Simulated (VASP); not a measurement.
Input of a VASP 6.6.1 run:

The input INCAR:

```
ALGO = Normal
EDIFF = 1E-6
ENCUT = 600
GGA = PE
GGA_COMPAT = False
ISIF = 2
ISMEAR = 0
ISPIN = 2
LASPH = True
LCHARG = False
LDAU = True
LDAUJ = 0.85 0
LDAUL = 2 -1
LDAUPRINT = 1
LDAUTYPE = 1
LDAUU = 5.1 0
LMAXMIX = 4
LORBIT = 11
LREAL = False
LWAVE = False
MAGMOM = 0.3 0
NBANDS = 20
NELM = 200
PREC = Accurate
SIGMA = 0.1
```

KPOINTS

```
k-points
0
Gamma
  2 2 2
```

Contents of POSCAR:

```
VN
1.0
    0.0000000000      2.0624650000      2.0624650000
    2.0624650000      0.0000000000      2.0624650000
    2.0624650000      2.0624650000      0.0000000000
V N
1 1
Direct
    0.0000000000      0.0000000000      0.0000000000
    0.5000000000      0.5000000000      0.5000000000
```

Potentials or basis: VASP PAW PBE potentials, release 64 (V_sv, N).

Run with:

```console
$ cat potpaw_PBE.64/V_sv/POTCAR potpaw_PBE.64/N/POTCAR > POTCAR
$ mpirun -np 1 vasp_std > vasp.out
```

Predict the pressure.

8.1 GPa.

What does it give for the net moment?

0.00 μB per cell.

What does it give for the band gap on the k mesh?

Zero (filled and empty bands overlap).

Eigenvalues of the final occupation matrices:
| site | spin | trace | eigenvalues |
| --- | --- | --- | --- |
| site 1 d | 1 | 1.47 | 0.25 0.25 0.25 0.35 0.35 |
| site 1 d | 2 | 1.47 | 0.25 0.25 0.25 0.35 0.35 |

Caveat: the k points lie up to 1.32 Å⁻¹ apart. The state reached can hang on the start; a lower one may exist.
